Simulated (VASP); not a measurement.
A run of VASP 6.6.1 is set up as follows.

The input INCAR:

```
PREC = Accurate ; ENCUT = 520
EDIFF = 1E-6 ; ISMEAR = -1
SIGMA = 0.1 ; LREAL = False
LASPH = True ; NELM = 150
ALGO = Normal ; ISIF = 2
LWAVE = False ; LCHARG = False
ISPIN = 2 ; MAGMOM = 4.5
LORBIT = 11 ; LMAXMIX = 4
LDAU = True ; LDAUTYPE = 2
LDAUL = 2 ; LDAUU = 6.3
LDAUJ = 0 ; LDAUPRINT = 1
GGA = PE ; NBANDS = 16
```

The input KPOINTS:

```
regular mesh
0
Gamma
  11 11 11
```

Contents of POSCAR:

```
Mn
1.0
   -1.5405000000      1.5405000000      1.5405000000
    1.5405000000     -1.5405000000      1.5405000000
    1.5405000000      1.5405000000     -1.5405000000
Mn
1
Direct
    0.0000000000      0.0000000000      0.0000000000
```

Potentials or basis: VASP PAW PBE potentials, release 64 (Mn_pv).

Command:

```bash
$ cat potpaw_PBE.64/Mn_pv/POTCAR > POTCAR
$ mpirun -np 1 vasp_std > vasp.out
```

Predict the site moments.

Mn +4.27 μB.

Predict the pressure.

33.1 GPa.

Predict the net moment.

4.31 μB per cell.

Eigenvalues of the final occupation matrices:
```tsv
site	spin	trace	eigenvalues
site 1 d	1	4.61	0.92 0.92 0.92 0.93 0.93
site 1 d	2	0.32	0.04 0.04 0.04 0.10 0.10
```

Caveat: the cell stands under pressure; the U is typed as a test and isn't derived for this compound. The state reached can hang on the start; a lower one may exist.
